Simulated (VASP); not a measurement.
Write the native input for VASP 6.6.1 that does the following.

```yaml
Task: single point
Functional: r2SCAN
Potentials_or_basis: VASP PAW PBE potentials, release 64 (B, P)
Cutoff: 520 eV
k_mesh: 8 × 8 × 8
Occupations: gaussian, width 0.01 eV
Spin: no spin polarisation
Dipole_correction: no
Further_INCAR_settings: ALGO = Normal; EDIFF = 1e-06; NBANDS = 11
```

BP:

```
B P
1.0
     2.24557    2.24557    0.00000
    -2.24557    2.24557    0.00000
     0.00000    2.24557    2.28187
B P
1 1
Direct
  0.00000 0.00000 0.00000
  0.75000 0.25000 0.50000
```

This cell differs from its parent crystal: in-plane strain -0.01.

One way to write it, as run:

POSCAR

```
BP
1.0
    2.2455745713      2.2455745713      0.0000000000
   -2.2455745713      2.2455745713      0.0000000000
    0.0000000000      2.2455745713      2.2818666856
B P
1 1
Direct
    0.0000000000      0.0000000000      0.0000000000
    0.7500000000      0.2500000000      0.5000000000
```

INCAR.step1

```
SYSTEM = BP
PREC = Accurate
ENCUT = 520
ISMEAR = 0
SIGMA = 0.01
LREAL = .False.
LASPH = .True.
NELM = 60
NBANDS = 11
GGA = PE
ALGO = Normal
EDIFF = 1E-4
LWAVE = .True.
LCHARG = .False.
```

INCAR.step2

```
SYSTEM = BP
PREC = Accurate
ENCUT = 520
EDIFF = 1E-6
ISMEAR = 0
SIGMA = 0.01
LREAL = .False.
LASPH = .True.
NELM = 60
ALGO = Normal
ISIF = 2
LWAVE = .False.
LCHARG = .True.
METAGGA = R2SCAN
LMIXTAU = .True.
LELF = .True.
LVHAR = .True.
NBANDS = 11
ISTART = 1
```

KPOINTS

```
Automatic mesh
0
Gamma
  8 8 8
  0 0 0
```

Potentials or basis: VASP PAW PBE potentials, release 64 (B, P).

The run is started by

```console
$ cat potpaw_PBE.64/B/POTCAR potpaw_PBE.64/P/POTCAR > POTCAR
$ cp INCAR.step1 INCAR
$ mpirun -np 1 vasp_std > vasp.out
$ cp INCAR.step2 INCAR
$ mpirun -np 1 vasp_std > vasp.out
```

It gave:

```yaml
Pressure: 1.9 GPa
Band_gap_on_the_k_mesh: 1.33 eV, indirect (least direct gap 3.57 eV)
```

Caveat: the cell differs from its parent crystal (in-plane strain -0.01); the PAW data sets were made with another functional, which shifts forces and pressure a little.

It took 15 s on 1 thread of Intel(R) Xeon(R) 6975P-C (Granite Rapids) (shared host), peak memory 0.14 GiB.
